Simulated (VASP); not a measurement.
Input of a VASP 6.6.1 run:

The input INCAR:

```
PREC = Accurate
ENCUT = 600
EDIFF = 1E-7
ISMEAR = -1
SIGMA = 0.05
LREAL = F
LASPH = T
NELM = 100
ALGO = Fast
ISIF = 3
LWAVE = F
LCHARG = F
GGA = PE
IBRION = 2
NSW = 60
EDIFFG = -0.01
```

File KPOINTS:

```
regular mesh
0
Gamma
  8 8 8
```

POSCAR

```
Tl3S
1.0
   -2.3509700000      2.3509700000      5.1428010000
    2.3509700000     -2.3509700000      5.1428010000
    2.3509700000      2.3509700000     -5.1428010000
Tl S
3 1
Direct
    0.5000000000      0.5000000000      0.0000000000
    0.2500000000      0.7500000000      0.5000000000
    0.7500000000      0.2500000000      0.5000000000
    0.0000000000      0.0000000000      0.0000000000
```

Potentials or basis: VASP PAW PBE potentials, release 64 (Tl_d, S).

Launch:

```bash
$ cat potpaw_PBE.64/Tl_d/POTCAR potpaw_PBE.64/S/POTCAR > POTCAR
$ mpirun -np 1 vasp_std > vasp.out
```

Problem. Predict the relaxed volume.

Solution. 28.47 Å³/atom.

Problem. What does it give for the relaxed cell?

Solution. a = 6.128 Å, b = 6.128 Å, c = 6.128 Å, α = 134.86°, β = 134.86°, γ = 65.75°.

Problem. What does it give for the band gap on the k mesh?

Solution. Zero (an odd number of electrons rules out a gap without spin polarisation).

Final structure:
```cif
data_structure
_symmetry_space_group_name_H-M 'P 1'
_symmetry_Int_Tables_number 1
_cell_length_a 6.1279
_cell_length_b 6.1279
_cell_length_c 6.1279
_cell_angle_alpha 134.857
_cell_angle_beta 134.857
_cell_angle_gamma 65.753
_cell_volume 113.89
loop_
_atom_site_label
_atom_site_type_symbol
_atom_site_fract_x
_atom_site_fract_y
_atom_site_fract_z
_atom_site_occupancy
Tl1 Tl 0.50000 0.50000 0.00000 1
Tl2 Tl 0.25000 0.75000 0.50000 1
Tl3 Tl 0.75000 0.25000 0.50000 1
S1 S 0.00000 0.00000 0.00000 1
```

Caveat: spin-orbit coupling is left out, which moves the levels of the heavy elements.
